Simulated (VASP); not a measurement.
Wanted: the native input for a VASP 6.6.1 run.

| Item | Value |
| --- | --- |
| Task | relaxation of cell and atoms |
| Functional | PBE |
| Potentials or basis | VASP PAW PBE potentials, release 64 (Pb_d, S) |
| Cutoff | 600 eV |
| k mesh | 12 × 12 × 12 |
| Occupations | fermi-dirac, width 0.1 eV |
| Spin | no spin polarisation |
| Target pressure | 0.011 GPa |
| Dipole correction | no |
| Further INCAR settings | ALGO = Normal; EDIFF = 1e-06; IBRION = 2; EDIFFG = -0.005; NSW = 32; ISIF = 3 |

The structure of PbS (CsCl type) lies in POSCAR:

```
PbS
1.0
    3.6521854029      0.0000000000      0.0000000000
    0.0000000000      3.6521854029      0.0000000000
    0.0000000000      0.0000000000      3.6521854029
Pb S
1 1
Direct
    0.0000000000      0.0000000000      0.0000000000
    0.5000000000      0.5000000000      0.5000000000
```

One way to write it, as run:

INCAR

```
SYSTEM = PbS
PREC     = Accurate       ! precision mode
ENCUT    = 600            ! plane-wave cutoff, eV
EDIFF    = 1E-6           ! SCF threshold, eV
ISMEAR   = -1             ! smearing method
SIGMA    = 0.1            ! smearing width, eV
LREAL    = .False.        ! projectors in reciprocal space
LASPH    = .True.         ! aspherical terms in the spheres
NELM     = 100            ! most SCF steps
ALGO     = Normal         ! electronic algorithm
ISIF     = 3              ! what is computed and relaxed
LWAVE    = .False.        ! write WAVECAR
LCHARG   = .False.        ! write CHGCAR
GGA      = PE             ! functional
IBRION   = 2              ! ionic algorithm
NSW      = 32             ! ionic steps
EDIFFG   = -0.005         ! ionic threshold
PSTRESS  = 0.10999999999999999
```

KPOINTS

```
Automatic mesh
0
Gamma
  12 12 12
  0 0 0
```

Potentials or basis: VASP PAW PBE potentials, release 64 (Pb_d, S).

Command:

```console
$ cat potpaw_PBE.64/Pb_d/POTCAR potpaw_PBE.64/S/POTCAR > POTCAR
$ mpirun -np 1 vasp_std > vasp.out
```

Results of the run:

```yaml
Relaxed_volume: 24.34 Å³/atom
Relaxed_cell: a = 3.651 Å, b = 3.651 Å, c = 3.651 Å, α = 90.00°, β = 90.00°, γ = 90.00°
Space_group_after_relaxing_to_0.1_Å: Pm-3m (No. 221)
Energy_change_on_relaxing_the_run_minimises_the_enthalpy: -0.0 meV/atom
Ionic_steps: 2
Pressure_after_relaxing: 0.0 GPa
Band_gap_on_the_k_mesh: zero (bands 10 and 11 overlap by 0.47 eV)
```

Caveat: the cell is relaxed towards a set pressure, so the run minimises the enthalpy, not the energy; semilocal functionals underestimate gaps, and a narrow one can read as zero; spin-orbit coupling is left out, which moves the levels of the heavy elements.

It took 57 s on 1 thread of Intel(R) Xeon(R) Platinum 8488C (Sapphire Rapids) (shared host), peak memory 0.22 GiB.
